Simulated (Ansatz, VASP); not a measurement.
Zn2PtF6 in VASP and in Ansatz

```
Zn Pt F
1.0
     0.00000    4.04701    4.04701
     4.04701    0.00000    4.04701
     4.04701    4.04701    0.00000
Zn Pt F
2 1 6
Cartesian
  2.0235 2.0235 2.0235
  6.0705 6.0705 6.0705
  0.0000 0.0000 0.0000
  4.0470 1.9560 4.0470
  6.1380 4.0470 4.0470
  4.0470 4.0470 6.1380
  1.9560 4.0470 4.0470
  4.0470 4.0470 1.9560
  4.0470 6.1380 4.0470
```

Change from the starting cell: species swapped into the K2PtBr6 type (Fm-3m, No. 225).

Alike in both runs: functional PBE; k mesh 4 × 4 × 4; occupations gaussian, width 0.1 eV; no spin polarisation.

Ansatz relaxed the structure, and its values are those at the end. VASP's run is a single point on that final structure, the one shown.

|  | VASP | Ansatz |
| --- | --- | --- |
| version | VASP 6.6.1 | Ansatz 0.2.0 |
| potentials or method | VASP PAW PBE potentials, release 64 (Zn, Pt_sv_GW, F), cutoff 600 eV | scalar-relativistic, plane waves, PAW |
| valence electrons in the cell | 84 | 84 |

|  | VASP | Ansatz | Ansatz less VASP |
| --- | --- | --- | --- |
| gap on the k mesh at the Fermi level (eV) | none | none | - |
| pressure (GPa) | 0.2 | 0.2 | +0.07 |
| rms of the force components (eV/Å) | 0.041 | 0.001 | -0.0400 |

A gap of «none» marks a metal or a gap that the smearing closes.

Spin-orbit coupling is off throughout.
